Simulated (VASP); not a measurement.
Runs of VASP 6.6.1 on Si. The structure is that of space group P6/mmm (No. 191), or close to it. The cells are those of the table. 

```tsv
cell	gap on the mesh (eV)	pressure (GPa)
a = 2.527, b = 2.527, c = 2.373 Å, angles 90.0, 90.0, 120.0°, 1 atom	none	20.9
a = 2.560, b = 2.560, c = 2.404 Å, angles 90.0, 90.0, 120.0°, 1 atom	none	13.7
a = 2.458, b = 2.458, c = 2.308 Å, angles 90.0, 90.0, 120.0°, 1 atom	none	40.1
a = 2.422, b = 2.422, c = 2.274 Å, angles 90.0, 90.0, 120.0°, 1 atom	none	(b)
a = 2.624, b = 2.624, c = 2.464 Å, angles 90.0, 90.0, 120.0°, 1 atom	none	2.9
a = 2.593, b = 2.593, c = 2.435 Å, angles 90.0, 90.0, 120.0°, 1 atom	none	(a)
a = 2.493, b = 2.493, c = 2.341 Å, angles 90.0, 90.0, 120.0°, 1 atom	none	29.6
```

Alike in all rows: task single point; level PBE; potentials or basis VASP PAW PBE potentials, release 64 (Si); no spin polarisation; k mesh 10 × 10 × 10; cutoff (eV) 500; smearing fermi-dirac 0.1 eV.

Q: Estimate the missing entries.

A: (a) 7.8; (b) 52.7.

A gap of «none» marks levels without a gap at the run's occupations.
